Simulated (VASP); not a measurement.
H3Ir12C, 16 atoms in the cell. The cell holds a slab with vacuum, 16 atoms: a = 5.431 Å, b = 5.431 Å, c = 19.434 Å, α = 90.00°, β = 90.00°, γ = 60.00°. 

| Quantity | Value |
| --- | --- |
| Program | VASP 6.6.1 |
| Task | single point |
| Functional | PBE |
| Dispersion | D3(BJ) |
| Potentials or basis | VASP PAW PBE potentials, release 64 (Ir, C, H) |
| Cutoff | 520 eV |
| k mesh | 2 × 2 × 1 |
| Occupations | fermi-dirac, width 0.1 eV |
| Spin | no spin polarisation |
| Dipole correction | no |
| Further INCAR settings | LREAL = Auto; ALGO = Normal; EDIFF = 1e-06; NBANDS = 72 |

Potentials or basis: VASP PAW PBE potentials, release 64 (Ir, C, H).

The run is started by

```bash
$ cat potpaw_PBE.64/Ir/POTCAR potpaw_PBE.64/C/POTCAR potpaw_PBE.64/H/POTCAR > POTCAR
$ mpirun -np 1 vasp_std > vasp.out
```

Hardware: 1 thread of Oxide Virtual Turin-like Processor (shared host).

Q: How long does it take, and how much memory?

A: Wall time 13 min on 1 thread of Oxide Virtual Turin-like Processor, on a shared host, peak memory 0.54 GiB. Counts: scf iterations 33, k points 4.
